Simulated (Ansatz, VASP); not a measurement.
Two plane-wave programs on SiNi

```
Si Ni
1.0
     5.14580    0.00000    0.00000
     0.00000    3.38543    0.00000
     0.00000    0.00000    5.61148
Si Ni
4 4
Direct
  0.32102 0.75000 0.08488
  0.17898 0.25000 0.58488
  0.82102 0.75000 0.41512
  0.67898 0.25000 0.91512
  0.00830 0.25000 0.18859
  0.49170 0.75000 0.68859
  0.50830 0.25000 0.31141
  0.99170 0.75000 0.81141
```

Alike in both runs: functional PBE; k mesh 8 × 12 × 8; occupations methfessel-paxton of order 1, width 0.1 eV; no spin polarisation.

Ansatz relaxed the structure, and its values are those at the end. VASP's run is a single point on that final structure, the one shown.

|  | VASP | Ansatz |
| --- | --- | --- |
| version | VASP 6.6.1 | Ansatz 0.2.0 |
| potentials or method | VASP PAW PBE potentials, release 64 (Si, Ni) | scalar-relativistic, plane waves, PAW |
| plane-wave cutoff (eV) | 520 | 420 |
| valence electrons in the cell | 56 | 88 |

```tsv
	VASP	Ansatz	Ansatz less VASP
gap on the k mesh at the Fermi level (eV)	none	none	-
pressure (GPa)	0.0	0.0	0.00
rms of the force components (eV/Å)	0.005	0.001	-0.0045
```

A gap of «none» marks a metal or a gap that the smearing closes. The functional is the same, so the differences come from potentials, cutoffs and numerics. VASP's potentials hold 56 valence electrons a cell and Ansatz's 88, so a difference there can come from the potentials and not from the codes.
